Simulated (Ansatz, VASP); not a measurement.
# Mg3CdS2: VASP beside Ansatz

```
Mg Cd S
1.0
     4.62914    0.00000    0.00000
    -2.31457    4.00896    0.00000
     0.00000    0.00000    7.32631
Mg Cd S
3 1 2
Cartesian
  0.0000 0.0000 3.6632
  0.0000 2.6726 0.0000
  0.0000 2.6726 3.6632
  0.0000 0.0000 0.0000
  2.3146 1.3363 2.1216
  2.3146 1.3363 5.2047
```

Change from the starting cell: species swapped into the Ce2NiGe3 type (P-6m2, No. 187).

Alike in both runs: functional PBE; k mesh 12 × 12 × 6; occupations gaussian, width 0.1 eV; no spin polarisation.

Ansatz relaxed the structure, and its values are those at the end. VASP's run is a single point on that final structure, the one shown.

|  | VASP | Ansatz |
| --- | --- | --- |
| version | VASP 6.6.1 | Ansatz 0.2.0 |
| potentials or method | VASP PAW PBE potentials, release 64 (Mg, Cd, S), cutoff 520 eV | scalar-relativistic, plane waves, PAW |
| valence electrons in the cell | 30 | 62 |

|  | VASP | Ansatz | Ansatz less VASP |
| --- | --- | --- | --- |
| gap on the k mesh at the Fermi level (eV) | none | none | - |
| pressure (GPa) | -0.1 | 0.0 | +0.05 |
| rms of the force components (eV/Å) | 0.004 | 0.002 | -0.0027 |

A gap of «none» marks a metal or a gap that the smearing closes. VASP's potentials hold 30 valence electrons a cell and Ansatz's 62, so a difference there can come from the potentials and not from the codes.
